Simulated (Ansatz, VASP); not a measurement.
## One calculation of CsGe3, two programs

```
Cs Ge
1.0
     4.78774    0.00000    0.00000
     0.00000    4.78774    0.00000
     0.00000    0.00000    4.78774
Cs Ge
1 3
Cartesian
  0.0000 0.0000 0.0000
  0.0000 2.3939 2.3939
  2.3939 2.3939 0.0000
  2.3939 0.0000 2.3939
```

Change from the starting cell: species swapped into the LuPt3 type (Pm-3m, No. 221).

Alike in both runs: functional PBE; k mesh 10 × 10 × 10; occupations gaussian, width 0.1 eV; no spin polarisation.

Ansatz relaxed the structure, and its values are those at the end. VASP's run is a single point on that final structure, the one shown.

|  | VASP | Ansatz |
| --- | --- | --- |
| version | VASP 6.6.1 | Ansatz 0.2.0 |
| potentials or method | VASP PAW PBE potentials, release 64 (Cs_sv, Ge_d), cutoff 520 eV | scalar-relativistic, plane waves, PAW |
| valence electrons in the cell | 51 | 51 |

```csv
,VASP,Ansatz,Ansatz less VASP
gap on the k mesh at the Fermi level (eV),none,none,-
pressure (GPa),0.1,0.0,-0.04
```

A gap of «none» marks a metal or a gap that the smearing closes.

Neither program's run includes spin-orbit coupling.
